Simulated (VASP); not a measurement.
A run of VASP 6.6.1:

File INCAR:

```
ALGO = Fast ; EDIFF = 1E-6
ENCUT = 520 ; GGA = PE
ISIF = 2 ; ISMEAR = 0
LASPH = True ; LCHARG = True
LELF = True ; LREAL = False
LVHAR = True ; LWAVE = False
NBANDS = 10 ; NELM = 100
PREC = Accurate ; SIGMA = 0.15
```

KPOINTS

```
k-points
0
Gamma
  12 12 12
```

File POSCAR:

```
Cs
1.0
   -2.9016000000      2.9016000000      3.0225000000
    2.9016000000     -2.9016000000      3.0225000000
    2.9016000000      2.9016000000     -3.0225000000
Cs
1
Direct
    0.0000000000      0.0000000000      0.0000000000
```

Potentials or basis: VASP PAW PBE potentials, release 64 (Cs_sv).

Launch:

```sh
$ cat potpaw_PBE.64/Cs_sv/POTCAR > POTCAR
$ mpirun -np 1 vasp_std > vasp.out
```

Hardware: 1 thread of AMD EPYC 7R43 64-Core Processor (Zen 3) (shared host).

Question: Estimate the wall time of this run.

Answer: Run time: 4.2 min on 1 thread of AMD EPYC 7R43 64-Core Processor (Zen 3) (shared host), peak memory 0.29 GiB. Counts: scf iterations 10, k points 163.
